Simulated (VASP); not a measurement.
# TiO2 in VASP: single point with PBE

Aim: the single point of TiO2 with PBE.

Program: VASP 6.6.1. These are calculated values, not measurements. Logs are shortened: lines on timing, memory, paths and dates and some standing lists are left out, and cuts for length are marked.

### Step 1. The cell of the first run

The cell holds a wire or tube with vacuum around it, 12 atoms: a = 18.500 Å, b = 11.200 Å, c = 2.989 Å, α = 90.00°, β = 90.00°, γ = 90.00°.

### Step 2. Single point, PBE, collinear spin

INCAR

```
ALGO     = Normal         # electronic algorithm
EDIFF    = 1E-6           # SCF threshold, eV
ENCUT    = 520            # plane-wave cutoff, eV
GGA      = PE             # functional
GGA_COMPAT= False        
ISIF     = 2              # what is computed and relaxed
ISMEAR   = 0              # smearing method
ISPIN    = 2              # spin polarisation
KPAR     = 4            
LASPH    = True           # aspherical terms in the spheres
LCHARG   = True           # write CHGCAR
LMAXMIX  = 4              # l up to which the mixer works
LORBIT   = 11             # projections on sites
LREAL    = False          # projectors in reciprocal space
LVHAR    = True         
LWAVE    = False          # write WAVECAR
MAGMOM   = 1 0 0 1 1 0 0 0 0 0 0 1 # initial moments
NBANDS   = 64             # bands
NELM     = 200            # most SCF steps
PREC     = Accurate       # precision mode
SIGMA    = 0.05           # smearing width, eV
```

KPOINTS

```
k-points
0
Gamma
  1 1 18
```

POSCAR

```
TiO2
1.0
   18.5000000000      0.0000000000      0.0000000000
    0.0000000000     11.2000000000      0.0000000000
    0.0000000000      0.0000000000      2.9894972421
Ti O
4 8
Direct
    0.2900826576      0.5000000000      0.5000000000
    0.4300275525      0.5000000000      0.0000000000
    0.5699724475      0.5000000000      0.5000000000
    0.7099173424      0.5000000000      0.0000000000
    0.2434343593      0.5861354248      0.0000000000
    0.3833792542      0.5861354248      0.5000000000
    0.5233241492      0.5861354248      0.0000000000
    0.6632690441      0.5861354248      0.5000000000
    0.3367309559      0.4138645752      0.0000000000
    0.4766758508      0.4138645752      0.5000000000
    0.6166207458      0.4138645752      0.0000000000
    0.7565656407      0.4138645752      0.5000000000
```

Potentials or basis: VASP PAW PBE potentials, release 64 (Ti_sv, O).

Command:

```sh
$ cat potpaw_PBE.64/Ti_sv/POTCAR potpaw_PBE.64/O/POTCAR > POTCAR
$ mpirun -np 4 vasp_std > vasp.out
```

OUTCAR:

```text
EDIFF = 1E-6
   ENCUT = 520
   GGA = PE
   ISIF = 2
   ISMEAR = 0
   ISPIN = 2
   LASPH = True
   LORBIT = 11
   LREAL = False
   NELM = 200
   PREC = Accurate

 ion  position               nearest neighbor table
   1  0.290  0.500  0.500-   6 1.98   9 1.98   9 1.98   5 1.98   5 1.98
   2  0.430  0.500  0.000-   9 1.98   6 1.98  10 1.98   6 1.98  10 1.98   7 1.98
   3  0.570  0.500  0.500-   8 1.98   7 1.98  11 1.98   7 1.98  11 1.98  10 1.98
   4  0.710  0.500  0.000-  11 1.98   8 1.98   8 1.98  12 1.98  12 1.98
   5  0.243  0.586  0.000-   1 1.98   1 1.98
   6  0.383  0.586  0.500-   1 1.98   2 1.98   2 1.98
   7  0.523  0.586  0.000-   3 1.98   3 1.98   2 1.98
   8  0.663  0.586  0.500-   3 1.98   4 1.98   4 1.98
   9  0.337  0.414  0.000-   2 1.98   1 1.98   1 1.98
  10  0.477  0.414  0.500-   2 1.98   2 1.98   3 1.98
  11  0.617  0.414  0.000-   4 1.98   3 1.98   3 1.98
  12  0.757  0.414  0.500-   4 1.98   4 1.98

  LATTYP: Found a simple orthorhombic cell.
 ALAT       =     2.9894972421
 B/A-ratio  =     3.7464493502
 C/A-ratio  =     6.1883315159

  Lattice vectors:

 A1 = (   0.0000000000,   0.0000000000,  -2.9894972421)
 A2 = (   0.0000000000,  11.2000000000,   0.0000000000)
 A3 = (  18.5000000000,   0.0000000000,   0.0000000000)

Analysis of symmetry for initial positions (statically):
=====================================================================
 Subroutine PRICEL returns:
 Original cell was already a primitive cell.

 Routine SETGRP: Setting up the symmetry group for a
 simple orthorhombic supercell.

 Subroutine GETGRP returns: Found  4 space group operations
 (whereof  2 operations were pure point group operations)
 out of a pool of  8 trial point group operations.

The static configuration has the point symmetry C_1h.
 The point group associated with its full space group is C_2h.

Analysis of symmetry for dynamics (positions and initial velocities):
=====================================================================
 Subroutine PRICEL returns:
 Original cell was already a primitive cell.

 Routine SETGRP: Setting up the symmetry group for a
 simple orthorhombic supercell.

 Subroutine GETGRP returns: Found  4 space group operations
 (whereof  2 operations were pure point group operations)
 out of a pool of  8 trial point group operations.

The dynamic configuration has the point symmetry C_1h.
 The point group associated with its full space group is C_2h.
[... 174 lines left out ...]
 fundamental gap:      2.1589019028
 Fermi energy:        -4.5867266041

 spin component 1

 k-point     1 :       0.0000    0.0000    0.0000
  band No.  band energies     occupation
      1     -61.9026      1.00000
      2     -61.8673      1.00000
      3     -61.4972      1.00000
      4     -61.4971      1.00000
      5     -38.3743      1.00000
      6     -38.1581      1.00000
[... 619 lines left out ...]
     59      -1.3325      0.00000
     60      -1.3325      0.00000
 Fermi energy:        -4.5867266041

 spin component 2

 k-point     1 :       0.0000    0.0000    0.0000
  band No.  band energies     occupation
      1     -61.9026      1.00000
      2     -61.8673      1.00000
      3     -61.4972      1.00000
      4     -61.4971      1.00000
      5     -38.3743      1.00000
      6     -38.1581      1.00000
[... 619 lines left out ...]
     59      -1.3325      0.00000
     60      -1.3325      0.00000
 [bands above 60 left out]

------------------------ aborting loop because EDIFF is reached ----------------------------------------

  FORCE on cell =-STRESS in cart. coord.  units (eV):
  Direction    XX          YY          ZZ          XY          YZ          ZX
  --------------------------------------------------------------------------------------
  -------------------------------------------------------------------------------------
  Total       -4.0025780     -3.6361551     -7.3104779      0.8498451      0.0000000      0.0000000
  in kB      -10.3529110     -9.4051358    -18.9089948      2.1981759      0.0000000      0.0000000
  external PRESSURE =     -12.8890139 kB  Pullay stress =       0.0000000 kB

 VOLUME and BASIS-vectors are now :
 -----------------------------------------------------------------------------
  energy-cutoff  :      520.00
  volume of cell :      619.42
      direct lattice vectors                 reciprocal lattice vectors
    18.500000000  0.000000000  0.000000000     0.054054054  0.000000000  0.000000000
     0.000000000 11.200000000  0.000000000     0.000000000  0.089285714  0.000000000
     0.000000000  0.000000000  2.989497242     0.000000000  0.000000000  0.334504406

 POSITION                                       TOTAL-FORCE (eV/Angst)
 -----------------------------------------------------------------------------------
      5.36653      5.60000      1.49475        -0.785318      3.859619      0.000000
      7.95551      5.60000      0.00000        -0.104093     -0.181350      0.000000
     10.54449      5.60000      1.49475         0.104093      0.181350      0.000000
     13.13347      5.60000      0.00000         0.785318     -3.859619      0.000000
      4.50354      6.56472      0.00000         1.219080     -2.535995      0.000000
      7.09252      6.56472      1.49475        -0.538750     -0.190583      0.000000
      9.68150      6.56472      0.00000        -0.115640      0.073491      0.000000
     12.27048      6.56472      1.49475        -0.133226      0.895179      0.000000
      6.22952      4.63528      0.00000         0.133226     -0.895179      0.000000
      8.81850      4.63528      1.49475         0.115640     -0.073491      0.000000
     11.40748      4.63528      0.00000         0.538750      0.190583      0.000000
     13.99646      4.63528      1.49475        -1.219080      2.535995      0.000000
 -----------------------------------------------------------------------------------
    total drift:                               -0.000000     -0.000000      0.000000

  FREE ENERGIE OF THE ION-ELECTRON SYSTEM (eV)
  ---------------------------------------------------
  free  energy   TOTEN  =      -103.5532846581 eV

  energy  without entropy=     -103.5532846581  energy(sigma->0) =     -103.55328466

 total charge

# of ion       s       p       d       tot
------------------------------------------
    1        2.195   6.232   1.764  10.191
    2        2.213   6.290   1.752  10.254
    3        2.213   6.290   1.752  10.254
    4        2.195   6.232   1.764  10.191
    5        1.583   3.335   0.000   4.918
    6        1.578   3.445   0.000   5.023
    7        1.577   3.459   0.000   5.037
    8        1.574   3.468   0.000   5.043
    9        1.574   3.468   0.000   5.043
   10        1.577   3.459   0.000   5.037
   11        1.578   3.445   0.000   5.023
   12        1.583   3.335   0.000   4.918
--------------------------------------------------
tot         21.442  52.457   7.032  80.931

 magnetization (x)

# of ion       s       p       d       tot
------------------------------------------
    1       -0.000   0.000   0.000   0.000
    2       -0.000  -0.000   0.000   0.000
    3       -0.000  -0.000   0.000   0.000
    4       -0.000   0.000   0.000   0.000
    5       -0.000  -0.000   0.000  -0.000
    6       -0.000  -0.000   0.000  -0.000
    7       -0.000  -0.000   0.000  -0.000
    8       -0.000  -0.000   0.000  -0.000
    9       -0.000  -0.000   0.000  -0.000
   10       -0.000  -0.000   0.000  -0.000
   11       -0.000  -0.000   0.000  -0.000
   12       -0.000  -0.000   0.000  -0.000
--------------------------------------------------
tot         -0.000  -0.000   0.000  -0.000
```

OSZICAR:

```text
N       E                     dE             d eps       ncg     rms          rms(c)
DAV:   1     0.115894257846E+04    0.11589E+04   -0.45058E+04  2976   0.128E+03
DAV:   2     0.668605501983E+02   -0.10921E+04   -0.10594E+04  3384   0.383E+02
DAV:   3    -0.122087504722E+03   -0.18895E+03   -0.18726E+03  3416   0.166E+02
[... 22 lines left out ...]
DAV:  26    -0.103553262165E+03   -0.18887E-04   -0.16905E-06  2248   0.331E-03    0.149E-03
DAV:  27    -0.103553273607E+03   -0.11442E-04   -0.58704E-07  2016   0.286E-03    0.698E-04
DAV:  28    -0.103553277636E+03   -0.40294E-05   -0.26907E-07  1928   0.160E-03    0.438E-04
DAV:  29    -0.103553282969E+03   -0.53328E-05   -0.53450E-07  2032   0.159E-03    0.617E-04
DAV:  30    -0.103553284151E+03   -0.11818E-05   -0.12209E-07  1832   0.140E-03    0.235E-04
DAV:  31    -0.103553284658E+03   -0.50758E-06   -0.75617E-08  1760   0.731E-04
   1 F= -.10355328E+03 E0= -.10355328E+03  d E =-.572006E-20  mag=     0.0000
```

stdout:

```text
POSCAR found type information on POSCAR TiO
 POSCAR found :  2 types and      12 ions
 scaLAPACK will be used
 LDA part: xc-table for (Slater+PW92), standard interpolation
 POSCAR, INCAR and KPOINTS ok, starting setup
 FFT: planning ... GRIDC
 FFT: planning ... GRID_SOFT
 FFT: planning ... GRID
 WAVECAR not read
 entering main loop
```

Wall time 7.5 min (4 MPI ranks of Intel Xeon Platinum 8488C (Sapphire Rapids), shared host); peak memory 1.1 GiB.

Results:

```yaml
Free_energy: -103.5533 eV
Largest_force: 3.939 eV/Å
Band_gap_on_the_k_mesh: 2.16 eV (least direct gap 2.32 eV)
Net_moment: 0.00 μB per cell
Valence_electrons_inside_the_program's_atomic_spheres: Ti 10.19, 10.25 (each value once); O 4.92, 5.02, 5.04 (each value once)
```

Forces in eV/Å, atoms in the order of the input:
```
Ti  -0.785  3.860  0.000
Ti  -0.104 -0.181  0.000
Ti   0.104  0.181  0.000
Ti   0.785 -3.860  0.000
O    1.219 -2.536  0.000
O   -0.539 -0.191  0.000
O   -0.116  0.073  0.000
O   -0.133  0.895  0.000
O    0.133 -0.895  0.000
O    0.116 -0.073  0.000
O    0.539  0.191  0.000
O   -1.219  2.536  0.000
```

Levels at points of the mesh, in eV from the valence-band top:
Spin up:
| k point | band 45 | band 46 | band 47 | band 48 | band 49 | band 50 | band 51 | band 52 |
| --- | --- | --- | --- | --- | --- | --- | --- | --- |
| (0.00, 0.00, 0.00) | -0.41 | -0.34 | -0.24 | -0.16 | 2.16 | 2.27 | 2.38 | 2.69 |
| (0.00, 0.00, 0.50) | -0.70 | -0.70 | -0.45 | -0.45 | 2.35 | 2.35 | 2.49 | 2.49 |
Spin down:
```csv
k point,band 44,band 45,band 46,band 47,band 48,band 49,band 50,band 51,band 52,band 53
"(0.00, 0.00, 0.00)",-0.62,-0.41,-0.34,-0.24,-0.16,2.16,2.27,2.38,2.69,2.72
"(0.00, 0.00, 0.50)",-1.20,-0.70,-0.70,-0.45,-0.45,2.35,2.35,2.49,2.49,3.07
```
